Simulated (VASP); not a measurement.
A run of VASP 6.6.1:

File INCAR:

```
PREC = Accurate
ENCUT = 520
EDIFF = 1E-6
ISMEAR = -1
SIGMA = 0.05
LREAL = F
LASPH = T
NELM = 60
ALGO = Normal
ISIF = 2
LWAVE = F
LCHARG = F
GGA = PE
NBANDS = 14
```

KPOINTS

```
regular mesh
0
Gamma
  12 12 6
```

The input POSCAR:

```
Na
1.0
    2.9664118696      0.0000000000      0.0000000000
   -1.4832059348      2.5689880372      0.0000000000
    0.0000000000      0.0000000000      4.8656123718
Na
2
Direct
    0.3333333333      0.6666666667      0.2500000000
    0.6666666667      0.3333333333      0.7500000000
```

Potentials or basis: VASP PAW PBE potentials, release 64 (Na_pv).

Command:

```bash
$ cat potpaw_PBE.64/Na_pv/POTCAR > POTCAR
$ mpirun -np 1 vasp_std > vasp.out
```

Hardware: 1 thread of Intel Xeon 8259CL, with other jobs on the host.

Question: Estimate the wall time of this run.

Answer: It took 35 s on 1 thread of Intel Xeon 8259CL (shared host), peak memory 0.16 GiB. Counts: scf iterations 9, k points 76.
